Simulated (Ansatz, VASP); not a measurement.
# One calculation of AgBr, two programs

```
CELL_PARAMETERS angstrom
0.00000 2.89276 2.89276
2.89276 0.00000 2.89276
2.89276 2.89276 0.00000
ATOMIC_POSITIONS crystal
Ag 0.00000 0.00000 0.00000
Br 0.50000 0.50000 0.50000
```

Alike in both runs: task single point; functional PBE; k mesh 8 × 8 × 8; occupations fermi-dirac, width 0.02 eV; no spin polarisation.

|  | VASP | Ansatz |
| --- | --- | --- |
| version | VASP 6.6.1 | Ansatz 0.2.0 |
| potentials or method | VASP PAW PBE potentials, release 64 (Ag, Br) | plane waves, PAW |
| plane-wave cutoff (eV) | 500 | 420 |
| valence electrons in the cell | 18 | 26 |

|  | VASP | Ansatz | Ansatz less VASP |
| --- | --- | --- | --- |
| pressure (GPa) | 1.2 | 1.2 | +0.04 |

VASP's potentials hold 18 valence electrons a cell and Ansatz's 26, so a difference there can come from the potentials and not from the codes.
